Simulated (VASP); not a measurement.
# MgZn2O3 (P-3m1) in VASP: a series of runs

MgZn2O3 is run at these levels: PBEsol; tasks: single point.

Everything below comes from runs of VASP 6.6.1. Logs are shortened: lines on timing, memory, paths and dates and some standing lists are left out, and cuts for length are marked.

## Step 1: The cell of the first run

It takes space group P-3m1 (No. 164, trigonal). Conventional cell: a = 3.053 Å, b = 3.053 Å, c = 7.452 Å, α = 90.00°, β = 90.00°, γ = 120.00°. Within 2.8 Å of Mg (site symmetry -3m) lie 6 O at 2.13 Å. Within 2.9 Å of Zn (site symmetry 3m) lie 6 O at 2.16 to 2.17 Å. Within 2.8 Å of O (site symmetry 3m) lie 3 Mg at 2.13 Å and 3 Zn at 2.17 Å. O (site symmetry -3m) has 6 Zn at 2.16 Å within 2.9 Å.

## Step 2: Single point, PBEsol

Input file INCAR:

```
PREC = Accurate ; ENCUT = 520
EDIFF = 1E-6 ; ISMEAR = 0
SIGMA = 0.01 ; LREAL = False
LASPH = True ; NELM = 80
ALGO = Normal ; ISIF = 2
LWAVE = False ; LCHARG = False
GGA = PS ; NBANDS = 31
```

Input file KPOINTS:

```
regular mesh
0
Gamma
  6 6 2
```

Input file POSCAR:

```
MgZn2O3
1.0
    3.0525990000      0.0000000000      0.0000000000
   -1.5262995000      2.6436282816      0.0000000000
    0.0000000000      0.0000000000      7.4520430000
Mg Zn O
1 2 3
Direct
    0.0000000000      0.0000000000      0.0000000000
    0.3333330000      0.6666670000      0.6684160000
    0.6666670000      0.3333330000      0.3315840000
    0.3333330000      0.6666670000      0.1607000000
    0.6666670000      0.3333330000      0.8393000000
    0.0000000000      0.0000000000      0.5000000000
```

Potentials or basis: VASP PAW PBE potentials, release 64 (Mg, Zn, O).

Launch:

```sh
$ cat potpaw_PBE.64/Mg/POTCAR potpaw_PBE.64/Zn/POTCAR potpaw_PBE.64/O/POTCAR > POTCAR
$ mpirun -np 1 vasp_std > vasp.out
```

OUTCAR:

```text
PREC = Accurate
   ENCUT = 520
   EDIFF = 1E-6
   ISMEAR = 0
   LREAL = False
   LASPH = True
   NELM = 80
   ISIF = 2
   GGA = PS

 ion  position               nearest neighbor table
   1  0.000  0.000  0.000-   4 2.13   5 2.13   5 2.13   4 2.13   5 2.13   4 2.13   2 3.04   3 3.04
                             2 3.04   3 3.04   3 3.04   2 3.04
   2  0.333  0.667  0.668-   6 2.16   6 2.16   6 2.16   5 2.17   5 2.17   5 2.17   1 3.04   1 3.04
                             1 3.04
   3  0.667  0.333  0.332-   6 2.16   6 2.16   6 2.16   4 2.17   4 2.17   4 2.17   1 3.04   1 3.04
                             1 3.04
   4  0.333  0.667  0.161-   1 2.13   1 2.13   1 2.13   3 2.17   3 2.17   3 2.17
   5  0.667  0.333  0.839-   1 2.13   1 2.13   1 2.13   2 2.17   2 2.17   2 2.17
   6  0.000  0.000  0.500-   2 2.16   3 2.16   3 2.16   2 2.16   3 2.16   2 2.16

  LATTYP: Found a hexagonal cell.
 ALAT       =     3.0525990000
 C/A-ratio  =     2.4412125536

  Lattice vectors:

 A1 = (   3.0525990000,   0.0000000000,   0.0000000000)
 A2 = (  -1.5262995000,   2.6436282816,   0.0000000000)
 A3 = (   0.0000000000,   0.0000000000,   7.4520430000)

Analysis of symmetry for initial positions (statically):
=====================================================================
 Subroutine PRICEL returns:
 Original cell was already a primitive cell.

 Routine SETGRP: Setting up the symmetry group for a
 hexagonal supercell.

 Subroutine GETGRP returns: Found 12 space group operations
 (whereof 12 operations were pure point group operations)
 out of a pool of 24 trial point group operations.

The static configuration has the point symmetry D_3d.

Analysis of symmetry for dynamics (positions and initial velocities):
=====================================================================
 Subroutine PRICEL returns:
 Original cell was already a primitive cell.

 Routine SETGRP: Setting up the symmetry group for a
 hexagonal supercell.

 Subroutine GETGRP returns: Found 12 space group operations
 (whereof 12 operations were pure point group operations)
 out of a pool of 24 trial point group operations.

The dynamic configuration has the point symmetry D_3d.

 Subroutine INISYM returns: Found 12 space group operations
 (whereof 12 operations are pure point group operations),
 and found     1 'primitive' translations

----------------------------------------------------------------------------------------

                                     Primitive cell

  volume of cell :      60.1375

  direct lattice vectors                    reciprocal lattice vectors
     3.052599000  0.000000000  0.000000000     0.327589703  0.189134003  0.000000000
    -1.526299500  2.643628282  0.000000000     0.000000000  0.378268006  0.000000000
     0.000000000  0.000000000  7.452043000     0.000000000  0.000000000  0.134191389

  length of vectors
     3.052599000  3.052599000  7.452043000     0.378268007  0.378268006  0.134191389

  position of ions in fractional coordinates (direct lattice)
     0.000000000  0.000000000  0.000000000
     0.333333000  0.666667000  0.668416000
     0.666667000  0.333333000  0.331584000
     0.333333000  0.666667000  0.160700000
     0.666667000  0.333333000  0.839300000
     0.000000000  0.000000000  0.500000000

  ion indices of the primitive-cell ions
   primitive index   ion index
                 1           1
                 2           2
                 3           3
                 4           4
                 5           5
                 6           6

----------------------------------------------------------------------------------------

 KPOINTS: regular mesh

Automatic generation of k-mesh.
 Grid dimensions read from file:
 generate k-points for:    6    6    2

 Generating k-lattice:

  Cartesian coordinates                     Fractional coordinates (reciprocal lattice)
     0.054598284  0.031522334  0.000000000     0.166666667  0.000000000  0.000000000
     0.000000000  0.063044668  0.000000000     0.000000000  0.166666667  0.000000000
     0.000000000  0.000000000  0.067095694     0.000000000  0.000000000  0.500000000

  Length of vectors
     0.063044668  0.063044668  0.067095694

  Shift w.r.t. Gamma in fractional coordinates (k-lattice)
     0.000000000  0.000000000  0.000000000

 Subroutine IBZKPT returns following result:
 ===========================================

 Found     14 irreducible k-points:

 Following reciprocal coordinates:
            Coordinates               Weight
  0.000000  0.000000  0.000000      1.000000
  0.166667 -0.000000  0.000000      6.000000
  0.333333 -0.000000  0.000000      6.000000
  0.500000  0.000000  0.000000      3.000000
  0.166667  0.166667  0.000000      6.000000
  0.333333  0.166667  0.000000     12.000000
  0.333333  0.333333  0.000000      2.000000
  0.000000  0.000000  0.500000      1.000000
  0.166667 -0.000000  0.500000      6.000000
  0.333333 -0.000000  0.500000      6.000000
  0.500000  0.000000  0.500000      3.000000
  0.166667  0.166667  0.500000      6.000000
  0.333333  0.166667  0.500000     12.000000
  0.333333  0.333333  0.500000      2.000000
   k-points           NKPTS =     14   k-points in BZ     NKDIM =     14   number of bands    NBANDS=     31
   number of dos      NEDOS =    301   number of ions     NIONS =      6
   total plane-waves  NPLWV =  32256
   dimension x,y,z NGX =    24 NGY =   24 NGZ =   56
   dimension x,y,z NGXF=    48 NGYF=   48 NGZF=  112
   ions per type =               1   2   3
   NGX,Y,Z   is equivalent  to a cutoff of  13.07, 13.07, 12.49 a.u.
   NGXF,Y,Z  is equivalent  to a cutoff of  26.14, 26.14, 24.99 a.u.
 SYSTEM =  unknown system
   PREC   = accura    normal or accurate (medium, high low for compatibility)
   ISTART =      0    job   : 0-new  1-cont  2-samecut
   ICHARG =      2    charge: 1-file 2-atom 10-const
   ISPIN  =      1    spin polarized calculation?
   LNONCOLLINEAR =      F non collinear calculations
   LSORBIT =      F    spin-orbit coupling
   LASPH  =      T    aspherical Exc in radial PAW
   ENCUT  =  520.0 eV  38.22 Ry    6.18 a.u.   5.68  5.68 13.86*2*pi/ulx,y,z
   NELM   =     80;   NELMIN=  2; NELMDL= -5     # of ELM steps
   EDIFF  = 0.1E-05   stopping-criterion for ELM
   LREAL  =      F    real-space projection
   EDIFFG = 0.1E-04   stopping-criterion for IOM
   NSW    =      0    number of steps for IOM
   IBRION =     -1    ionic relax: 0-MD 1-quasi-New 2-CG
   NFREE  =      0    steps in history (QN), initial steepest desc. (CG)
   ISIF   =      2    stress and relaxation
   ISYM   =      2    0-nonsym 1-usesym 2-fastsym
   POTIM  = 0.5000    time-step for ionic-motion
   TEBEG  =    0.0;   TEEND  =   0.0 temperature during run
   PSTRESS=    0.0 pullay stress
   NELECT =      44.0000    total number of electrons
   NUPDOWN=      -1.0000    fix difference up-down
   EMIN   =  10.00;   EMAX   =-10.00  energy-range for DOS
   EFERMI =   0.00;   METHOD = LEGACY
   ISMEAR =     0;   SIGMA  =   0.01  broadening in eV -4-tet -1-fermi 0-gaus
   EFERMI_NEDOS =   21; number of points for ismear=-14 and -15
   IALGO  =     38    algorithm
   IMIX   =      4    mixing-type and parameters
     AMIX     =   0.40;   BMIX     =  1.00
     AMIX_MAG =   1.60;   BMIX_MAG =  1.00
  volume/ion in A,a.u.               =      10.02        67.64
  Fermi-wavevector in a.u.,A,eV,Ry     =   1.475176  2.787679 29.608247  2.176145
  Thomas-Fermi vector in A             =   2.589857
   LORBIT       =      0    0 simple, 1 ext, 2 COOP (PROOUT), +10 PAW based schemes
   GGA     = PS    functional components
   LHFCALC =     F    Hartree Fock is set to
   AEXX    =    0.0000 exact exchange contribution
   IVDW    =     0    specifies the selected vdW correction
   LEPSILON=     F    determine dielectric tensor
   LRPA    =     F    only Hartree local field effects (RPA)
 non-spin polarized calculation
 Gauss-broadening in eV      SIGMA  =   0.01
  energy-cutoff  :      520.00
  volume of cell :       60.14
 maximum number of plane-waves:      1630
 NGX is ok and might be reduce to    24
   NGX = 11   NGY = 11   NGZ = 27

 number of electron      44.0000042 magnetization

 Free energy of the ion-electron system (eV)
  ---------------------------------------------------
  ext. energy  EPLUGINS =         0.00000000
  ---------------------------------------------------
  free energy    TOTEN  =       -31.44634150 eV

  energy without entropy =      -31.44634150  energy(sigma->0) =      -31.44634150

 E-fermi :   2.5282     XC(G=0): -11.9370

 val. band max:        2.4512978057   @ k =   0.0000   0.0000   0.0000
 cond. band min:       4.0611025551   @ k =   0.0000   0.0000   0.0000
 fundamental gap:      1.6098047494
 Fermi energy:         2.5282394493

 k-point     1 :       0.0000    0.0000    0.0000
  band No.  band energies     occupation
      1     -15.4390      2.00000
      2     -14.5738      2.00000
      3     -14.4385      2.00000
      4      -3.6776      2.00000
      5      -2.8633      2.00000
      6      -2.7500      2.00000
[... 23 lines left out ...]
     30      17.2068      0.00000
     31      17.2068      0.00000

 k-point     2 :       0.1667   -0.0000    0.0000
  band No.  band energies     occupation
      1     -15.1919      2.00000
      2     -14.4480      2.00000
      3     -14.3034      2.00000
      4      -3.4664      2.00000
      5      -3.1368      2.00000
      6      -2.6811      2.00000
[... 23 lines left out ...]
     30      16.1015      0.00000
     31      16.2404      0.00000

 k-point     3 :       0.3333   -0.0000    0.0000
  band No.  band energies     occupation
      1     -14.6149      2.00000
      2     -14.1916      2.00000
      3     -14.0377      2.00000
      4      -3.5231      2.00000
      5      -3.1383      2.00000
      6      -2.8314      2.00000
[... 363 lines left out ...]
     30      13.7942      0.00000
     31      14.2805      0.00000

 k-point    14 :       0.3333    0.3333    0.5000
  band No.  band energies     occupation
      1     -14.1162      2.00000
      2     -13.9172      2.00000
      3     -13.9171      2.00000
      4      -3.2447      2.00000
      5      -3.2447      2.00000
      6      -2.9155      2.00000
[... 23 lines left out ...]
     30      13.5881      0.00000
     31      13.7998      0.00000

------------------------ aborting loop because EDIFF is reached ----------------------------------------

  FORCE on cell =-STRESS in cart. coord.  units (eV):
  Direction    XX          YY          ZZ          XY          YZ          ZX
  --------------------------------------------------------------------------------------
  -------------------------------------------------------------------------------------
  Total       -2.5479551     -2.5479551     -2.6179857      0.0000000      0.0000000      0.0000000
  in kB      -67.8823473    -67.8823473    -69.7480956      0.0000000      0.0000000      0.0000000
  external PRESSURE =     -68.5042634 kB  Pullay stress =       0.0000000 kB

 VOLUME and BASIS-vectors are now :
 -----------------------------------------------------------------------------
  energy-cutoff  :      520.00
  volume of cell :       60.14
      direct lattice vectors                 reciprocal lattice vectors
     3.052599000  0.000000000  0.000000000     0.327589703  0.189134003  0.000000000
    -1.526299500  2.643628282  0.000000000     0.000000000  0.378268006  0.000000000
     0.000000000  0.000000000  7.452043000     0.000000000  0.000000000  0.134191389

 POSITION                                       TOTAL-FORCE (eV/Angst)
 -----------------------------------------------------------------------------------
      0.00000      0.00000      0.00000         0.000000      0.000000      0.000000
     -0.00000      1.76242      4.98106        -0.000000      0.000000      0.016199
      1.52630      0.88121      2.47098         0.000000      0.000000     -0.016199
     -0.00000      1.76242      1.19754        -0.000000      0.000000      0.080581
      1.52630      0.88121      6.25450         0.000000     -0.000000     -0.080581
      0.00000      0.00000      3.72602         0.000000      0.000000      0.000000
 -----------------------------------------------------------------------------------
    total drift:                               -0.000000     -0.000000      0.000000

  FREE ENERGIE OF THE ION-ELECTRON SYSTEM (eV)
  ---------------------------------------------------
  free  energy   TOTEN  =       -31.4463415034 eV

  energy  without entropy=      -31.4463415034  energy(sigma->0) =      -31.44634150
```

Wall time 14 s (1 thread of Intel Xeon 6975P-C (Granite Rapids), shared host); peak memory 0.18 GiB.

What came out:

* Free energy: -31.4463 eV
* Pressure: -6.9 GPa
* Largest force: 0.081 eV/Å
* Band gap on the k mesh: 1.61 eV, direct

Forces on the atoms (eV/Å):
```
Mg   0.000  0.000  0.000
Zn   0.000  0.000  0.016
Zn   0.000  0.000 -0.016
O    0.000  0.000  0.081
O    0.000  0.000 -0.081
O    0.000  0.000  0.000
```

Levels at points of the mesh, in eV from the valence-band top:
| k point | band 18 | band 19 | band 20 | band 21 | band 22 | band 23 | band 24 | band 25 | band 26 | band 27 |
| --- | --- | --- | --- | --- | --- | --- | --- | --- | --- | --- |
| (0.00, 0.00, 0.00) | -0.89 | -0.84 | -0.84 | 0.00 | 0.00 | 1.61 | 5.31 | 5.45 | 10.18 | 11.08 |
| (0.50, 0.00, 0.00) | -2.25 | -1.56 | -1.09 | -0.73 | -0.32 | 5.00 | 6.76 | 7.11 | 8.73 | 10.01 |
| (0.00, 0.00, 0.50) | -1.14 | -0.51 | -0.51 | -0.10 | -0.10 | 3.00 | 3.88 | 5.88 | 10.04 | 12.68 |
| (0.50, 0.00, 0.50) | -2.06 | -2.05 | -1.45 | -0.15 | -0.11 | 5.42 | 5.85 | 7.01 | 9.31 | 10.19 |

Caveat: the k points lie up to 0.42 Å⁻¹ apart; the PAW data sets were made with another functional, which shifts forces and pressure a little. PBEsol gaps usually lie below the measured ones, often by a third to a half.

(Continued in part 2 of 2.)
